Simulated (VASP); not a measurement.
# Al (Fm-3m) in VASP: notebook

The runs below take Al through relaxation of cell and atoms, with PBE.

Everything below comes from runs of VASP 6.6.1. Logs are shortened: lines on timing, memory, paths and dates and some standing lists are left out, and cuts for length are marked.

## (1) The cell of the first run

Symmetry: Fm-3m, No. 225, cubic system. Conventional cell: a = 4.050 Å, b = 4.050 Å, c = 4.050 Å, α = 90.00°, β = 90.00°, γ = 90.00°. Within 3.8 Å of Al (site symmetry m-3m) lie 12 Al at 2.86 Å.

## (2) Relaxation of cell and atoms, PBE

Input file INCAR:

```
SYSTEM = Al
PREC     = Accurate       ! precision mode
ENCUT    = 500            ! plane-wave cutoff, eV
EDIFF    = 1E-7           ! SCF threshold, eV
ISMEAR   = 0              ! smearing method
SIGMA    = 0.1            ! smearing width, eV
LREAL    = .False.        ! projectors in reciprocal space
LASPH    = .True.         ! aspherical terms in the spheres
NELM     = 120            ! most SCF steps
ALGO     = Normal         ! electronic algorithm
ISIF     = 3              ! what is computed and relaxed
LWAVE    = .False.        ! write WAVECAR
LCHARG   = .False.        ! write CHGCAR
GGA      = PE             ! functional
IBRION   = 2              ! ionic algorithm
NSW      = 80             ! ionic steps
EDIFFG   = -0.01          ! ionic threshold
GGA_COMPAT= .False.      
NELMIN   = 4
```

Input file KPOINTS:

```
regular mesh
0
Gamma
  16 16 16
  0 0 0
```

Input file POSCAR:

```
Al
1.0
    2.8635070000      0.0000000000      0.0000000000
    1.4317535000      2.4798698059      0.0000000000
    1.4317535000      0.8266232686      2.3380436750
Al
1
Direct
    0.0000000000      0.0000000000      0.0000000000
```

Potentials or basis: VASP PAW PBE potentials, release 64 (Al).

Command:

```
$ cat potpaw_PBE.64/Al/POTCAR > POTCAR
$ mpirun -np 1 vasp_std > vasp.out
```

OUTCAR:

```text
SYSTEM = Al
   PREC = Accurate
   ENCUT = 500
   EDIFF = 1E-7
   ISMEAR = 0
   LREAL = .False.
   LASPH = .True.
   NELM = 120
   ISIF = 3
   GGA = PE
   IBRION = 2
   NSW = 80
   EDIFFG = -0.01
   NELMIN = 4

 ion  position               nearest neighbor table
   1  0.000  0.000  0.000-

  LATTYP: Found a face centered cubic cell.
 ALAT       =     4.0496104353

  Lattice vectors:

 A1 = (   2.8635070000,   0.0000000000,   0.0000000000)
 A2 = (   1.4317535000,   2.4798698059,   0.0000000000)
 A3 = (   1.4317535000,   0.8266232686,   2.3380436750)

Analysis of symmetry for initial positions (statically):
=====================================================================
 Subroutine PRICEL returns:
 Original cell was already a primitive cell.

 Routine SETGRP: Setting up the symmetry group for a
 face centered cubic supercell.

 Subroutine GETGRP returns: Found 48 space group operations
 (whereof 48 operations were pure point group operations)
 out of a pool of 48 trial point group operations.

The static configuration has the point symmetry O_h .

Analysis of symmetry for dynamics (positions and initial velocities):
=====================================================================
 Subroutine PRICEL returns:
 Original cell was already a primitive cell.

 Routine SETGRP: Setting up the symmetry group for a
 face centered cubic supercell.

 Subroutine GETGRP returns: Found 48 space group operations
 (whereof 48 operations were pure point group operations)
 out of a pool of 48 trial point group operations.

The dynamic configuration has the point symmetry O_h .

 Subroutine INISYM returns: Found 48 space group operations
 (whereof 48 operations are pure point group operations),
 and found     1 'primitive' translations

----------------------------------------------------------------------------------------

                                     Primitive cell

  volume of cell :      16.6027

  direct lattice vectors                    reciprocal lattice vectors
     2.863507000  0.000000000  0.000000000     0.349222125 -0.201623488 -0.142569336
     1.431753500  2.479869806  0.000000000     0.000000000  0.403246976 -0.142569336
[... 86 lines left out ...]
   NSW    =     80    number of steps for IOM
   IBRION =      2    ionic relax: 0-MD 1-quasi-New 2-CG
   NFREE  =      1    steps in history (QN), initial steepest desc. (CG)
   ISIF   =      3    stress and relaxation
   ISYM   =      2    0-nonsym 1-usesym 2-fastsym
   POTIM  = 0.5000    time-step for ionic-motion
   TEBEG  =    0.0;   TEEND  =   0.0 temperature during run
   PSTRESS=    0.0 pullay stress
   NELECT =       3.0000    total number of electrons
   NUPDOWN=      -1.0000    fix difference up-down
   EMIN   =  10.00;   EMAX   =-10.00  energy-range for DOS
   EFERMI =   0.00;   METHOD = LEGACY
   ISMEAR =     0;   SIGMA  =   0.10  broadening in eV -4-tet -1-fermi 0-gaus
   EFERMI_NEDOS =   21; number of points for ismear=-14 and -15
   IALGO  =     38    algorithm
   IMIX   =      4    mixing-type and parameters
     AMIX     =   0.40;   BMIX     =  1.00
     AMIX_MAG =   1.60;   BMIX_MAG =  1.00
  volume/ion in A,a.u.               =      16.60       112.04
  Fermi-wavevector in a.u.,A,eV,Ry     =   0.925526  1.748991 11.654731  0.856599
  Thomas-Fermi vector in A             =   2.051390
   LORBIT       =      0    0 simple, 1 ext, 2 COOP (PROOUT), +10 PAW based schemes
   GGA     = PE    functional components
   LHFCALC =     F    Hartree Fock is set to
   AEXX    =    0.0000 exact exchange contribution
   IVDW    =     0    specifies the selected vdW correction
   LEPSILON=     F    determine dielectric tensor
   LRPA    =     F    only Hartree local field effects (RPA)
 conjugate gradient relaxation of ions
 non-spin polarized calculation
 Gauss-broadening in eV      SIGMA  =   0.10
  energy-cutoff  :      500.00
  volume of cell :       16.60
 maximum number of plane-waves:       444
 NGX is ok and might be reduce to    24
   NGX = 11   NGY = 11   NGZ = 11

--------------------------------------- Ionic step        1  -------------------------------------------

 number of electron       3.0000000 magnetization

 Free energy of the ion-electron system (eV)
  ---------------------------------------------------
  ext. energy  EPLUGINS =         0.00000000
  ---------------------------------------------------
  free energy    TOTEN  =        -3.75193092 eV

  energy without entropy =       -3.75070265  energy(sigma->0) =       -3.75131679

------------------------ aborting loop because EDIFF is reached ----------------------------------------

  FORCE on cell =-STRESS in cart. coord.  units (eV):
  Direction    XX          YY          ZZ          XY          YZ          ZX
  --------------------------------------------------------------------------------------
  -------------------------------------------------------------------------------------
  Total       -0.0606926     -0.0606926     -0.0606926      0.0000000      0.0000000     -0.0000000
  in kB       -5.8568798     -5.8568798     -5.8568798      0.0000000      0.0000000     -0.0000000
  external PRESSURE =      -5.8568798 kB  Pullay stress =       0.0000000 kB
[... 57 lines left out ...]
--------------------------------------- Ionic step        3  -------------------------------------------

 number of electron       3.0000000 magnetization

 Free energy of the ion-electron system (eV)
  ---------------------------------------------------
  ext. energy  EPLUGINS =         0.00000000
  ---------------------------------------------------
  free energy    TOTEN  =        -3.75216257 eV

  energy without entropy =       -3.75095559  energy(sigma->0) =       -3.75155908

 E-fermi :   8.0535     XC(G=0): -10.2016

 val. band max:        8.0173180275   @ k =  -0.2500   0.3125   0.1250
 cond. band min:       8.1326517785   @ k =   0.4375   0.4375   0.0000
 fundamental gap:      0.1153337510
 Fermi energy:         8.0534721024

 k-point     1 :       0.0000    0.0000    0.0000
  band No.  band energies     occupation
      1      -3.1296      2.00000
      2      20.6410      0.00000
      3      20.6410      0.00000
      4      20.6410      0.00000
      5      22.1431      0.00000
[... 177 lines left out ...]
 k-point    24 :      -0.0625    0.0625   -0.0000
  band No.  band energies     occupation
      1      -2.8463      2.00000
      2      17.7811      0.00000
      3      18.5252      0.00000
      4      20.9166      0.00000
      5      22.3174      0.00000

 [... further k-points ...]
[... 5 lines left out ...]
  --------------------------------------------------------------------------------------
  -------------------------------------------------------------------------------------
  Total        0.0002130      0.0002130      0.0002130     -0.0000000     -0.0000000     -0.0000000
  in kB        0.0207103      0.0207103      0.0207103     -0.0000000     -0.0000000     -0.0000000
  external PRESSURE =       0.0207103 kB  Pullay stress =       0.0000000 kB
[... 16 lines left out ...]
  FREE ENERGIE OF THE ION-ELECTRON SYSTEM (eV)
  ---------------------------------------------------
  free  energy   TOTEN  =        -3.7521625745 eV

  energy  without entropy=       -3.7509555943  energy(sigma->0) =       -3.75155908

 reached required accuracy - stopping structural energy minimisation
```

OSZICAR:

```text
N       E                     dE             d eps       ncg     rms          rms(c)
DAV:   1    -0.166999535803E+01   -0.16700E+01   -0.87734E+02  1550   0.322E+02
DAV:   2    -0.374389974121E+01   -0.20739E+01   -0.18001E+01  1855   0.291E+01
DAV:   3    -0.377432224653E+01   -0.30423E-01   -0.30052E-01  1895   0.367E+00
[... 16 lines left out ...]
       N       E                     dE             d eps       ncg     rms          rms(c)
DAV:   1    -0.375216345601E+01   -0.70019E-05   -0.75014E-05  1805   0.544E-02    0.717E-03
DAV:   2    -0.375216301179E+01    0.44422E-06   -0.46976E-07  1570   0.597E-03    0.269E-03
DAV:   3    -0.375216264283E+01    0.36895E-06   -0.66975E-08  1050   0.167E-03    0.708E-04
DAV:   4    -0.375216257448E+01    0.68352E-07   -0.83350E-09   765   0.643E-04
   3 F= -.37521626E+01 E0= -.37515591E+01  d E =-.231650E-03
```

Wall time 10 s (1 thread of Intel Xeon Platinum 8488C (Sapphire Rapids), shared host); peak memory 0.14 GiB.

Results:

| Item | Value |
| --- | --- |
| Free energy | -3.7522 eV |
| Relaxed volume | 16.48 Å³/atom |
| Relaxed cell | a = 2.856 Å, b = 2.856 Å, c = 2.856 Å, α = 60.00°, β = 60.00°, γ = 60.00° |
| Space group after relaxing (to 0.05 Å) | Fm-3m (No. 225) |
| Energy gained by relaxing | 0.2 meV/atom |
| Ionic steps | 3 |
| Pressure after relaxing | 0.0 GPa |

Step by step:
| step | energy change (eV) | largest force (eV/Å) | pressure (GPa) | volume (Å³) |
| --- | --- | --- | --- | --- |
| 1 | 0.0000 | 0.0000 | -0.59 | 16.60 |
| 2 | -0.0002 | 0.0000 | 0.10 | 16.46 |
| 3 | -0.0002 | 0.0000 | 0.00 | 16.48 |

Final structure:
```
Al
1.0
     2.85629    0.00000    0.00000
     1.42815    2.47362    0.00000
     1.42815    0.82454    2.33215
Al
1
Direct
  0.00000 0.00000 0.00000
```

[end of part 1 of 2]
